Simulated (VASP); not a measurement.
# CaLa2Cd3 (R-3m) in VASP: notebook

The runs below take CaLa2Cd3 through single point, relaxation of cell and atoms, with PBE.

All numbers are computed with VASP 6.6.1; they aren't measurements. Logs are shortened: lines on timing, memory, paths and dates and some standing lists are left out, and cuts for length are marked.

### 1 The cell of the first run

It takes space group R-3m (No. 166, trigonal). The conventional cell has a = 6.294 Å, b = 6.294 Å, c = 13.881 Å, α = 90.00°, β = 90.00°, γ = 120.00°. Ca (site symmetry -3m) has 6 Cd at 2.94 Å and 6 La at 3.67 Å within 3.9 Å. Within 4.4 Å of La (site symmetry 3m) lie 9 Cd at 3.38 to 3.61 Å and 4 La at 3.55 to 3.79 Å and 3 Ca at 3.67 Å. Within 3.9 Å of Cd (site symmetry 2/m) lie 2 Ca at 2.94 Å and 4 Cd at 3.15 Å and 6 La at 3.38 to 3.61 Å.

### 2 Single point, PBE

File INCAR:

```
SYSTEM = CaLa2Cd3
ALGO = Normal ; EDIFF = 1E-7
ENCUT = 520 ; GGA = PE
ISIF = 2 ; ISMEAR = 0
LASPH = .True. ; LCHARG = .False.
LREAL = .False. ; LWAVE = .False.
NBANDS = 43 ; NELM = 60
PREC = Accurate ; SIGMA = 0.1
```

File KPOINTS:

```
k-points
0
Gamma
  3 3 3
  0 0 0
```

File POSCAR:

```
CaLa2Cd3
1.0
    3.1470481000      1.8169490700      4.6268517000
   -3.1470481000      1.8169490700      4.6268517000
    0.0000000000     -3.6338981400      4.6268517000
Ca La Cd
1 2 3
Direct
    0.5000000000      0.5000000000      0.5000000000
    0.8720504600      0.8720504600      0.8720504600
    0.1279495400      0.1279495400      0.1279495400
    0.5000000000      0.5000000000      0.0000000000
    0.0000000000      0.5000000000      0.5000000000
    0.5000000000      0.0000000000      0.5000000000
```

Potentials or basis: VASP PAW PBE potentials, release 64 (Ca_sv, La, Cd).

Started as:

```
$ cat potpaw_PBE.64/Ca_sv/POTCAR potpaw_PBE.64/La/POTCAR potpaw_PBE.64/Cd/POTCAR > POTCAR
$ mpirun -np 1 vasp_std > vasp.out
```

OUTCAR:

```text
SYSTEM = CaLa2Cd3
   EDIFF = 1E-7
   ENCUT = 520
   GGA = PE
   ISIF = 2
   ISMEAR = 0
   LASPH = .True.
   LREAL = .False.
   NELM = 60
   PREC = Accurate

 ion  position               nearest neighbor table
   1  0.500  0.500  0.500-   5 2.94   6 2.94   6 2.94   5 2.94   4 2.94   4 2.94
   2  0.872  0.872  0.872-   5 3.38   6 3.38   4 3.38   3 3.55   4 3.61   4 3.61   6 3.61   5 3.61
                             5 3.61   6 3.61
   3  0.128  0.128  0.128-   5 3.38   6 3.38   4 3.38   2 3.55   4 3.61   4 3.61   5 3.61   5 3.61
                             6 3.61   6 3.61
   4  0.500  0.500  0.000-   1 2.94   1 2.94   5 3.15   6 3.15   6 3.15   5 3.15   3 3.38   2 3.38
                             2 3.61   3 3.61   2 3.61   3 3.61
   5  0.000  0.500  0.500-   1 2.94   1 2.94   6 3.15   6 3.15   4 3.15   4 3.15   3 3.38   2 3.38
                             3 3.61   2 3.61   3 3.61   2 3.61
   6  0.500  0.000  0.500-   1 2.94   1 2.94   5 3.15   5 3.15   4 3.15   4 3.15   3 3.38   2 3.38
                             2 3.61   3 3.61   2 3.61   3 3.61

  LATTYP: Found a trigonal (rhomboedric) cell.
 ALAT       =     5.8832790449
 COS(alpha) =     0.4277341078

  Lattice vectors:

 A1 = (   3.1470481000,   1.8169490700,   4.6268517000)
 A2 = (  -3.1470481000,   1.8169490700,   4.6268517000)
 A3 = (   0.0000000000,  -3.6338981400,   4.6268517000)

Analysis of symmetry for initial positions (statically):
=====================================================================
 Subroutine PRICEL returns:
 Original cell was already a primitive cell.

 Routine SETGRP: Setting up the symmetry group for a
 trigonal (rhombohedral) supercell.

 Subroutine GETGRP returns: Found 12 space group operations
 (whereof 12 operations were pure point group operations)
 out of a pool of 12 trial point group operations.

The static configuration has the point symmetry D_3d.

Analysis of symmetry for dynamics (positions and initial velocities):
=====================================================================
 Subroutine PRICEL returns:
 Original cell was already a primitive cell.

 Routine SETGRP: Setting up the symmetry group for a
 trigonal (rhombohedral) supercell.

 Subroutine GETGRP returns: Found 12 space group operations
 (whereof 12 operations were pure point group operations)
 out of a pool of 12 trial point group operations.

The dynamic configuration has the point symmetry D_3d.

 Subroutine INISYM returns: Found 12 space group operations
 (whereof 12 operations are pure point group operations),
 and found     1 'primitive' translations

----------------------------------------------------------------------------------------

                                     Primitive cell

  volume of cell :     158.7388

  direct lattice vectors                    reciprocal lattice vectors
     3.147048100  1.816949070  4.626851700     0.158879046  0.091728860  0.072043228
    -3.147048100  1.816949070  4.626851700    -0.158879046  0.091728860  0.072043228
     0.000000000 -3.633898140  4.626851700     0.000000000 -0.183457720  0.072043228

  length of vectors
     5.883279045  5.883279045  5.883279047     0.197096326  0.197096326  0.197096326

  position of ions in fractional coordinates (direct lattice)
     0.500000000  0.500000000  0.500000000
     0.872050460  0.872050460  0.872050460
     0.127949540  0.127949540  0.127949540
     0.500000000  0.500000000  0.000000000
     0.000000000  0.500000000  0.500000000
     0.500000000  0.000000000  0.500000000

  ion indices of the primitive-cell ions
   primitive index   ion index
                 1           1
                 2           2
                 3           3
                 4           4
                 5           5
                 6           6

----------------------------------------------------------------------------------------

 KPOINTS: k-points

Automatic generation of k-mesh.
 Grid dimensions read from file:
 generate k-points for:    3    3    3

 Generating k-lattice:

  Cartesian coordinates                     Fractional coordinates (reciprocal lattice)
     0.052959682  0.030576287  0.024014409     0.333333333  0.000000000  0.000000000
    -0.052959682  0.030576287  0.024014409     0.000000000  0.333333333  0.000000000
     0.000000000 -0.061152573  0.024014409     0.000000000  0.000000000  0.333333333

  Length of vectors
     0.065698775  0.065698775  0.065698775

  Shift w.r.t. Gamma in fractional coordinates (k-lattice)
     0.000000000  0.000000000  0.000000000

 Subroutine IBZKPT returns following result:
 ===========================================

 Found      6 irreducible k-points:

 Following reciprocal coordinates:
            Coordinates               Weight
  0.000000  0.000000  0.000000      1.000000
  0.333333  0.000000 -0.000000      6.000000
  0.333333  0.333333 -0.000000      6.000000
 -0.333333  0.333333  0.000000      6.000000
  0.333333  0.333333  0.333333      2.000000
 -0.333333  0.333333  0.333333      6.000000
   k-points           NKPTS =      6   k-points in BZ     NKDIM =      6   number of bands    NBANDS=     43
   number of dos      NEDOS =    301   number of ions     NIONS =      6
   total plane-waves  NPLWV = 110592
   dimension x,y,z NGX =    48 NGY =   48 NGZ =   48
   dimension x,y,z NGXF=    96 NGYF=   96 NGZF=   96
   ions per type =               1   2   3
   NGX,Y,Z   is equivalent  to a cutoff of  13.56, 13.56, 13.56 a.u.
   NGXF,Y,Z  is equivalent  to a cutoff of  27.13, 27.13, 27.13 a.u.
 SYSTEM =  CaLa2Cd3
   PREC   = accura    normal or accurate (medium, high low for compatibility)
   ISTART =      0    job   : 0-new  1-cont  2-samecut
   ICHARG =      2    charge: 1-file 2-atom 10-const
   ISPIN  =      1    spin polarized calculation?
   LNONCOLLINEAR =      F non collinear calculations
   LSORBIT =      F    spin-orbit coupling
   LASPH  =      T    aspherical Exc in radial PAW
   ENCUT  =  520.0 eV  38.22 Ry    6.18 a.u.  10.94 10.94 10.94*2*pi/ulx,y,z
   NELM   =     60;   NELMIN=  2; NELMDL= -5     # of ELM steps
   EDIFF  = 0.1E-06   stopping-criterion for ELM
   LREAL  =      F    real-space projection
   EDIFFG = 0.1E-05   stopping-criterion for IOM
   NSW    =      0    number of steps for IOM
   IBRION =     -1    ionic relax: 0-MD 1-quasi-New 2-CG
   NFREE  =      0    steps in history (QN), initial steepest desc. (CG)
   ISIF   =      2    stress and relaxation
   ISYM   =      2    0-nonsym 1-usesym 2-fastsym
   POTIM  = 0.5000    time-step for ionic-motion
   TEBEG  =    0.0;   TEEND  =   0.0 temperature during run
   PSTRESS=    0.0 pullay stress
   NELECT =      68.0000    total number of electrons
   NUPDOWN=      -1.0000    fix difference up-down
   EMIN   =  10.00;   EMAX   =-10.00  energy-range for DOS
   EFERMI =   0.00;   METHOD = LEGACY
   ISMEAR =     0;   SIGMA  =   0.10  broadening in eV -4-tet -1-fermi 0-gaus
   EFERMI_NEDOS =   21; number of points for ismear=-14 and -15
   IALGO  =     38    algorithm
   IMIX   =      4    mixing-type and parameters
     AMIX     =   0.40;   BMIX     =  1.00
     AMIX_MAG =   1.60;   BMIX_MAG =  1.00
  volume/ion in A,a.u.               =      26.46       178.54
  Fermi-wavevector in a.u.,A,eV,Ry     =   1.234099  2.332110 20.721692  1.523001
  Thomas-Fermi vector in A             =   2.368803
   LORBIT       =      0    0 simple, 1 ext, 2 COOP (PROOUT), +10 PAW based schemes
   GGA     = PE    functional components
   LHFCALC =     F    Hartree Fock is set to
   AEXX    =    0.0000 exact exchange contribution
   IVDW    =     0    specifies the selected vdW correction
   LEPSILON=     F    determine dielectric tensor
   LRPA    =     F    only Hartree local field effects (RPA)
 non-spin polarized calculation
 Gauss-broadening in eV      SIGMA  =   0.10
  energy-cutoff  :      520.00
  volume of cell :      158.74
 maximum number of plane-waves:      4310
 NGX is ok and might be reduce to    48
   NGX = 21   NGY = 21   NGZ = 21

 number of electron      68.0000014 magnetization

 Free energy of the ion-electron system (eV)
  ---------------------------------------------------
  ext. energy  EPLUGINS =         0.00000000
  ---------------------------------------------------
  free energy    TOTEN  =       -14.86956649 eV

  energy without entropy =      -14.83555552  energy(sigma->0) =      -14.85256100

 E-fermi :   5.5178     XC(G=0): -10.2866

 val. band max:        5.5143330032   @ k =  -0.3333   0.3333   0.0000
 cond. band min:       5.5216417683   @ k =   0.3333   0.3333   0.3333
 fundamental gap:      0.0073087651
 Fermi energy:         5.5178289669

 k-point     1 :       0.0000    0.0000    0.0000
  band No.  band energies     occupation
      1     -35.1738      2.00000
      2     -27.3979      2.00000
      3     -27.2530      2.00000
      4     -16.3582      2.00000
      5     -16.2533      2.00000
      6     -16.2533      2.00000
[... 35 lines left out ...]
     42       7.1752      0.00000
     43       7.1802      0.00000

 k-point     2 :       0.3333    0.0000   -0.0000
  band No.  band energies     occupation
      1     -35.1735      2.00000
      2     -27.3784      2.00000
      3     -27.2731      2.00000
      4     -16.3643      2.00000
      5     -16.2545      2.00000
      6     -16.2542      2.00000
[... 35 lines left out ...]
     42       7.1905      0.00000
     43       7.3149      0.00000

 k-point     3 :       0.3333    0.3333   -0.0000
  band No.  band energies     occupation
      1     -35.1733      2.00000
      2     -27.3644      2.00000
      3     -27.2872      2.00000
      4     -16.3703      2.00000
      5     -16.2600      2.00000
      6     -16.2527      2.00000
[... 35 lines left out ...]
     42       7.2489      0.00000
     43       7.3007      0.00000

 k-point     4 :      -0.3333    0.3333    0.0000
  band No.  band energies     occupation
      1     -35.1733      2.00000
      2     -27.3558      2.00000
      3     -27.2960      2.00000
      4     -16.3703      2.00000
      5     -16.2577      2.00000
      6     -16.2541      2.00000
[... 35 lines left out ...]
     42       7.2901      0.00000
     43       7.3368      0.00000

 k-point     5 :       0.3333    0.3333    0.3333
  band No.  band energies     occupation
      1     -35.1731      2.00000
      2     -27.3632      2.00000
      3     -27.2881      2.00000
      4     -16.3760      2.00000
      5     -16.2592      2.00000
      6     -16.2592      2.00000
[... 35 lines left out ...]
     42       7.2345      0.00000
     43       7.2458      0.00000

 k-point     6 :      -0.3333    0.3333    0.3333
  band No.  band energies     occupation
      1     -35.1731      2.00000
      2     -27.3409      2.00000
      3     -27.3108      2.00000
      4     -16.3760      2.00000
      5     -16.2602      2.00000
      6     -16.2566      2.00000
[... 35 lines left out ...]
     42       7.1667      0.00000
     43       7.3016      0.00000

------------------------ aborting loop because EDIFF is reached ----------------------------------------

  FORCE on cell =-STRESS in cart. coord.  units (eV):
  Direction    XX          YY          ZZ          XY          YZ          ZX
  --------------------------------------------------------------------------------------
  -------------------------------------------------------------------------------------
  Total        4.0499849      4.0499849      9.2385200      0.0000000      0.0000000      0.0000000
  in kB       40.8771890     40.8771891     93.2459594      0.0000000      0.0000000      0.0000000
  external PRESSURE =      58.3334458 kB  Pullay stress =       0.0000000 kB

 VOLUME and BASIS-vectors are now :
 -----------------------------------------------------------------------------
  energy-cutoff  :      520.00
  volume of cell :      158.74
      direct lattice vectors                 reciprocal lattice vectors
     3.147048100  1.816949070  4.626851700     0.158879046  0.091728860  0.072043228
    -3.147048100  1.816949070  4.626851700    -0.158879046  0.091728860  0.072043228
     0.000000000 -3.633898140  4.626851700     0.000000000 -0.183457720  0.072043228

 POSITION                                       TOTAL-FORCE (eV/Angst)
 -----------------------------------------------------------------------------------
      0.00000      0.00000      6.94028         0.000000     -0.000000     -0.000000
      0.00000      0.00000     12.10454         0.000000     -0.000000      0.429588
      0.00000      0.00000      1.77601         0.000000      0.000000     -0.429588
      0.00000      1.81695      4.62685        -0.000000     -0.000000     -0.000000
     -1.57352     -0.90847      4.62685         0.000000     -0.000000     -0.000000
      1.57352     -0.90847      4.62685        -0.000000     -0.000000     -0.000000
 -----------------------------------------------------------------------------------
    total drift:                               -0.000000      0.000000     -0.000000

  FREE ENERGIE OF THE ION-ELECTRON SYSTEM (eV)
  ---------------------------------------------------
  free  energy   TOTEN  =       -14.8695664918 eV

  energy  without entropy=      -14.8355555153  energy(sigma->0) =      -14.85256100
```

It took 43 s on 1 thread of Intel Xeon 6975P-C (Granite Rapids), shared host; peak memory 0.35 GiB.

Results:

* Free energy: -14.8696 eV
* Pressure: 5.8 GPa
* Largest force: 0.430 eV/Å
* Band gap on the k mesh: zero (band 34 reaches 5.51 eV, above the bottom of band 35 at 5.23 eV)

Forces on the atoms (eV/Å):
```
Ca   0.000  0.000  0.000
La   0.000  0.000  0.430
La   0.000  0.000 -0.430
Cd   0.000  0.000  0.000
Cd   0.000  0.000  0.000
Cd   0.000  0.000  0.000
```

Stress tensor (GPa, compression positive):
```
4.09 0.00 0.00
0.00 4.09 0.00
0.00 0.00 9.32
```

Levels at points of the mesh, in eV from the Fermi level:
```
           k point  band 30  band 31  band 32  band 33  band 34  band 35  band 36  band 37  band 38  band 39
(0.00, 0.00, 0.00)    -1.88    -1.38    -1.38    -1.06    -0.29    -0.29     0.04     0.40     1.43     1.65
```

Caveat: the k points lie up to 0.41 Å⁻¹ apart; spin-orbit coupling is left out, which moves the levels of the heavy elements.

[end of part 1 of 2]
